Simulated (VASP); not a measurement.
# SrMg (Pm-3m) in VASP: notebook, part 2 of 2

VASP 6.6.1. The steps go on from the part before.

## Step 3: Electric field gradients, LDA (volume scaled by 1.02)

INCAR reads:

```
  ALGO = Normal
  EDIFF = 1E-8
  ENCUT = 520
  GGA = CA
  ISIF = 2
  ISMEAR = -1
  LASPH = True
  LCHARG = False
  LEFG = True
  LREAL = False
  LWAVE = False
  NBANDS = 13
  NELM = 60
  PREC = Accurate
  SIGMA = 0.05
```

KPOINTS reads:

```
k-points
0
Gamma
  9 9 9
```

POSCAR reads:

```
SrMg
1.0
    3.9258285673      0.0000000000      0.0000000000
    0.0000000000      3.9258285673      0.0000000000
    0.0000000000      0.0000000000      3.9258285673
Sr Mg
1 1
Direct
    0.5000000000      0.5000000000      0.5000000000
    0.0000000000      0.0000000000      0.0000000000
```

Potentials or basis: VASP PAW LDA potentials, release 64 (Sr_sv, Mg).

Launch:

```
cat potpaw_LDA.64/Sr_sv/POTCAR potpaw_LDA.64/Mg/POTCAR > POTCAR
mpirun -np 1 vasp_std > vasp.out
```

OUTCAR:

```text
EDIFF = 1E-8
   ENCUT = 520
   GGA = CA
   ISIF = 2
   ISMEAR = -1
   LASPH = True
   LREAL = False
   NELM = 60
   PREC = Accurate

 ion  position               nearest neighbor table
   1  0.500  0.500  0.500-   2 3.40   2 3.40   2 3.40   2 3.40   2 3.40   2 3.40   2 3.40   2 3.40

   2  0.000  0.000  0.000-   1 3.40   1 3.40   1 3.40   1 3.40   1 3.40   1 3.40   1 3.40   1 3.40

  LATTYP: Found a simple cubic cell.
 ALAT       =     3.9258285673

  Lattice vectors:

 A1 = (   3.9258285673,   0.0000000000,   0.0000000000)
 A2 = (   0.0000000000,   3.9258285673,   0.0000000000)
 A3 = (   0.0000000000,   0.0000000000,   3.9258285673)

Analysis of symmetry for initial positions (statically):
=====================================================================
 Subroutine PRICEL returns:
 Original cell was already a primitive cell.

 Routine SETGRP: Setting up the symmetry group for a
 simple cubic supercell.

 Subroutine GETGRP returns: Found 48 space group operations
 (whereof 48 operations were pure point group operations)
 out of a pool of 48 trial point group operations.

The static configuration has the point symmetry O_h .

Analysis of symmetry for dynamics (positions and initial velocities):
=====================================================================
 Subroutine PRICEL returns:
 Original cell was already a primitive cell.

 Routine SETGRP: Setting up the symmetry group for a
 simple cubic supercell.

 Subroutine GETGRP returns: Found 48 space group operations
 (whereof 48 operations were pure point group operations)
 out of a pool of 48 trial point group operations.

The dynamic configuration has the point symmetry O_h .

 Subroutine INISYM returns: Found 48 space group operations
 (whereof 48 operations are pure point group operations),
 and found     1 'primitive' translations

----------------------------------------------------------------------------------------

                                     Primitive cell

  volume of cell :      60.5054

  direct lattice vectors                    reciprocal lattice vectors
     3.925828567  0.000000000  0.000000000     0.254723298  0.000000000  0.000000000
     0.000000000  3.925828567  0.000000000     0.000000000  0.254723298  0.000000000
     0.000000000  0.000000000  3.925828567     0.000000000  0.000000000  0.254723298

  length of vectors
     3.925828567  3.925828567  3.925828567     0.254723298  0.254723298  0.254723298

  position of ions in fractional coordinates (direct lattice)
     0.500000000  0.500000000  0.500000000
     0.000000000  0.000000000  0.000000000

  ion indices of the primitive-cell ions
   primitive index   ion index
                 1           1
                 2           2

----------------------------------------------------------------------------------------

 KPOINTS: k-points

Automatic generation of k-mesh.
 Grid dimensions read from file:
 generate k-points for:    9    9    9

 Generating k-lattice:

  Cartesian coordinates                     Fractional coordinates (reciprocal lattice)
[... 75 lines left out ...]
   ISMEAR =    -1;   SIGMA  =   0.05  broadening in eV -4-tet -1-fermi 0-gaus
   EFERMI_NEDOS =   21; number of points for ismear=-14 and -15
   IALGO  =     38    algorithm
   IMIX   =      4    mixing-type and parameters
     AMIX     =   0.40;   BMIX     =  1.00
     AMIX_MAG =   1.60;   BMIX_MAG =  1.00
  volume/ion in A,a.u.               =      30.25       204.16
  Fermi-wavevector in a.u.,A,eV,Ry     =   0.954708  1.804137 12.401268  0.911467
  Thomas-Fermi vector in A             =   2.083479
   LORBIT       =      0    0 simple, 1 ext, 2 COOP (PROOUT), +10 PAW based schemes
   GGA     = CA    functional components
   LHFCALC =     F    Hartree Fock is set to
   AEXX    =    0.0000 exact exchange contribution
   IVDW    =     0    specifies the selected vdW correction
   LEPSILON=     F    determine dielectric tensor
   LRPA    =     F    only Hartree local field effects (RPA)
 non-spin polarized calculation
  energy-cutoff  :      520.00
  volume of cell :       60.51
 maximum number of plane-waves:      1647
 NGX is ok and might be reduce to    30
   NGX = 15   NGY = 15   NGZ = 15

 number of electron      12.0000000 magnetization

 Free energy of the ion-electron system (eV)
  ---------------------------------------------------
  ext. energy  EPLUGINS =         0.00000000
  ---------------------------------------------------
  free energy    TOTEN  =        -3.87064997 eV

  energy without entropy =       -3.85845884  energy(sigma->0) =       -3.86455441

 E-fermi :   2.5299     XC(G=0):  -8.7858

 val. band max:        2.3703899914   @ k =   0.3333   0.3333   0.2222
 cond. band min:       2.5392917818   @ k =   0.2222   0.0000   0.0000
 fundamental gap:      0.1689017903
 Fermi energy:         2.5299186993

 k-point     1 :       0.0000    0.0000    0.0000
  band No.  band energies     occupation
      1     -32.9181      2.00000
      2     -14.9699      2.00000
      3     -14.9699      2.00000
      4     -14.9699      2.00000
      5      -2.6941      2.00000
      6       3.1508      0.00001
      7       3.1508      0.00001
      8       6.8905      0.00000
      9       6.8905      0.00000
     10       6.8905      0.00000
     11       7.5211      0.00000
     12       7.5211      0.00000
     13       7.5211      0.00000
[... 354 lines left out ...]
  band No.  band energies     occupation
      1     -32.8885      2.00000
      2     -15.2097      2.00000
      3     -15.1427      2.00000
      4     -14.9563      2.00000
      5       0.0649      2.00000
      6       1.6587      2.00000
      7       2.8743      0.00204
      8       4.1477      0.00000
      9       5.4345      0.00000
     10       5.8509      0.00000
     11       8.3948      0.00000
     12       8.8343      0.00000
     13       9.1433      0.00000

 [... further k-points ...]
[... 5 lines left out ...]
  --------------------------------------------------------------------------------------
  -------------------------------------------------------------------------------------
  Total        0.9837540      0.9837540      0.9837540      0.0000000     -0.0000000      0.0000000
  in kB       26.0497235     26.0497235     26.0497235      0.0000000     -0.0000000      0.0000000
  external PRESSURE =      26.0497235 kB  Pullay stress =       0.0000000 kB

 VOLUME and BASIS-vectors are now :
 -----------------------------------------------------------------------------
  energy-cutoff  :      520.00
  volume of cell :       60.51
      direct lattice vectors                 reciprocal lattice vectors
     3.925828567  0.000000000  0.000000000     0.254723298  0.000000000  0.000000000
     0.000000000  3.925828567  0.000000000     0.000000000  0.254723298  0.000000000
     0.000000000  0.000000000  3.925828567     0.000000000  0.000000000  0.254723298

 POSITION                                       TOTAL-FORCE (eV/Angst)
 -----------------------------------------------------------------------------------
      1.96291      1.96291      1.96291         0.000000      0.000000      0.000000
      0.00000      0.00000      0.00000         0.000000      0.000000      0.000000
 -----------------------------------------------------------------------------------
    total drift:                                0.000000      0.000000      0.000000

  FREE ENERGIE OF THE ION-ELECTRON SYSTEM (eV)
  ---------------------------------------------------
  free  energy   TOTEN  =        -3.8706499729 eV

  energy  without entropy=       -3.8584588386  energy(sigma->0) =       -3.86455441

 Electric field gradients (V/A^2)
---------------------------------------------------------------------
 ion       V_xx      V_yy      V_zz      V_xy      V_xz      V_yz
---------------------------------------------------------------------
   1      -0.000    -0.000     0.000    -0.000    -0.000    -0.000
   2      -0.000    -0.000     0.000    -0.000     0.000     0.000
---------------------------------------------------------------------

 Electric field gradients after diagonalization (V/A^2)
 (convention: |V_zz| > |V_xx| > |V_yy|)
----------------------------------------------------------------------
 ion       V_xx      V_yy      V_zz     asymmetry (V_yy - V_xx)/ V_zz
----------------------------------------------------------------------
   1       0.000    -0.000    -0.000       0.609
   2      -0.000    -0.000     0.000       0.004
----------------------------------------------------------------------

           NMR quadrupolar parameters

 Cq : quadrupolar parameter    Cq=e*Q*V_zz/h
 eta: asymmetry parameters     (V_yy - V_xx)/ V_zz
 Q  : nuclear electric quadrupole moment in mb (millibarn)
----------------------------------------------------------------------
 ion       Cq(MHz)       eta       Q (mb)
----------------------------------------------------------------------
   1      -0.000       0.609       1.000
   2       0.000       0.004       1.000
----------------------------------------------------------------------
```

Wall time 21 s (1 thread of AMD EPYC 7R13 (Zen 3), shared host); peak memory 0.13 GiB.

Results:

| Property | Result |
| --- | --- |
| Free energy | -3.8706 eV |
| Pressure | 2.6 GPa |
| Band gap on the k mesh | zero (band 6 reaches 3.16 eV, above the bottom of band 7 at 1.80 eV) |

Levels at points of the mesh, in eV from the Fermi level:
| k point | band 4 | band 5 | band 6 | band 7 | band 8 | band 9 |
| --- | --- | --- | --- | --- | --- | --- |
| (0.00, 0.00, 0.00) | -17.50 | -5.22 | 0.62 | 0.62 | 4.36 | 4.36 |

Caveat: without QUAD_EFG the Cq values of the log hold for a quadrupole moment of 1 mb, not for the nuclei.

## Step 4: Electric field gradients, LDA (volume scaled by 1.06)

INCAR reads:

```
SYSTEM = SrMg
PREC     = Accurate       ! precision mode
ENCUT    = 520            ! plane-wave cutoff, eV
EDIFF    = 1E-8           ! SCF threshold, eV
ISMEAR   = -1             ! smearing method
SIGMA    = 0.05           ! smearing width, eV
LREAL    = .FALSE.        ! projectors in reciprocal space
LASPH    = .TRUE.         ! aspherical terms in the spheres
NELM     = 60             ! most SCF steps
ALGO     = Normal         ! electronic algorithm
ISIF     = 2              ! what is computed and relaxed
LWAVE    = .FALSE.        ! write WAVECAR
LCHARG   = .FALSE.        ! write CHGCAR
GGA      = CA             ! functional
LEFG     = .TRUE.       
NBANDS   = 13             ! bands
```

KPOINTS reads:

```
regular mesh
0
G
  9 9 9
  0 0 0
```

POSCAR reads:

```
SrMg
1.0
    3.9764900074      0.0000000000      0.0000000000
    0.0000000000      3.9764900074      0.0000000000
    0.0000000000      0.0000000000      3.9764900074
Sr Mg
1 1
Direct
    0.5000000000      0.5000000000      0.5000000000
    0.0000000000      0.0000000000      0.0000000000
```

Potentials or basis: VASP PAW LDA potentials, release 64 (Sr_sv, Mg).

Launch:

```
cat potpaw_LDA.64/Sr_sv/POTCAR potpaw_LDA.64/Mg/POTCAR > POTCAR
mpirun -np 1 vasp_std > vasp.out
```

OUTCAR:

```text
SYSTEM = SrMg
   PREC = Accurate
   ENCUT = 520
   EDIFF = 1E-8
   ISMEAR = -1
   LREAL = .FALSE.
   LASPH = .TRUE.
   NELM = 60
   ISIF = 2
   GGA = CA

 ion  position               nearest neighbor table
   1  0.500  0.500  0.500-   2 3.44   2 3.44   2 3.44   2 3.44   2 3.44   2 3.44   2 3.44   2 3.44

   2  0.000  0.000  0.000-   1 3.44   1 3.44   1 3.44   1 3.44   1 3.44   1 3.44   1 3.44   1 3.44

  LATTYP: Found a simple cubic cell.
 ALAT       =     3.9764900074

  Lattice vectors:

 A1 = (   3.9764900074,   0.0000000000,   0.0000000000)
[... 598 lines left out ...]
  free  energy   TOTEN  =        -3.9003389468 eV

  energy  without entropy=       -3.8873625243  energy(sigma->0) =       -3.89385074

 Electric field gradients (V/A^2)
---------------------------------------------------------------------
 ion       V_xx      V_yy      V_zz      V_xy      V_xz      V_yz
---------------------------------------------------------------------
   1       0.000     0.000    -0.000    -0.000     0.000    -0.000
   2       0.000    -0.000     0.000    -0.000    -0.000    -0.000
---------------------------------------------------------------------

 Electric field gradients after diagonalization (V/A^2)
 (convention: |V_zz| > |V_xx| > |V_yy|)
----------------------------------------------------------------------
 ion       V_xx      V_yy      V_zz     asymmetry (V_yy - V_xx)/ V_zz
----------------------------------------------------------------------
   1       0.000     0.000    -0.000       0.052
   2       0.000    -0.000     0.000      -0.396
----------------------------------------------------------------------

           NMR quadrupolar parameters

 Cq : quadrupolar parameter    Cq=e*Q*V_zz/h
 eta: asymmetry parameters     (V_yy - V_xx)/ V_zz
 Q  : nuclear electric quadrupole moment in mb (millibarn)
----------------------------------------------------------------------
 ion       Cq(MHz)       eta       Q (mb)
----------------------------------------------------------------------
   1      -0.000       0.052       1.000
   2       0.000      -0.396       1.000
----------------------------------------------------------------------
```

OSZICAR:

```text
N       E                     dE             d eps       ncg     rms          rms(c)
DAV:   1     0.454866773064E+02    0.45487E+02   -0.55291E+03   910   0.766E+02
DAV:   2    -0.925439073830E+00   -0.46412E+02   -0.44979E+02  1150   0.165E+02
DAV:   3    -0.379069565442E+01   -0.28653E+01   -0.28437E+01  1490   0.311E+01
DAV:   4    -0.392865950813E+01   -0.13796E+00   -0.13788E+00  1163   0.470E+00
DAV:   5    -0.393129082643E+01   -0.26313E-02   -0.26313E-02  1308   0.608E-01    0.170E+01
DAV:   6    -0.391051226371E+01    0.20779E-01   -0.17322E-02  1078   0.110E+00    0.951E+00
DAV:   7    -0.390072547863E+01    0.97868E-02   -0.24109E-02  1100   0.131E+00    0.414E-01
DAV:   8    -0.390031811344E+01    0.40737E-03   -0.22436E-03  1459   0.268E-01    0.906E-02
DAV:   9    -0.390033416819E+01   -0.16055E-04   -0.27915E-05  1155   0.372E-02    0.387E-02
DAV:  10    -0.390033894363E+01   -0.47754E-05   -0.10820E-05  1422   0.216E-02    0.333E-02
DAV:  11    -0.390033889527E+01    0.48357E-07   -0.71661E-07  1115   0.571E-03    0.169E-03
DAV:  12    -0.390033894145E+01   -0.46186E-07   -0.17803E-07  1389   0.131E-03    0.617E-04
DAV:  13    -0.390033894684E+01   -0.53885E-08   -0.43229E-09   776   0.427E-04
   1 F= -.39003389E+01 E0= -.38938507E+01  d E =-.129764E-01
```

It took 22 s on 1 thread of AMD EPYC 7R13 (Zen 3), shared host; peak memory 0.13 GiB.

Results:

```
Free energy            : -3.9003 eV
Pressure               : 1.4 GPa
Band gap on the k mesh : zero (band 6 reaches 3.02 eV, above the bottom of band 7 at 1.68 eV)
```

Levels at points of the mesh, in eV from the Fermi level:
```
           k point  band 2  band 3  band 4  band 5  band 6  band 7  band 8  band 9  band 10  band 11
(0.00, 0.00, 0.00)  -17.58  -17.58  -17.58   -5.14    0.66    0.66    4.20    4.20     4.20     4.86
```

Caveat: without QUAD_EFG the Cq values of the log hold for a quadrupole moment of 1 mb, not for the nuclei.
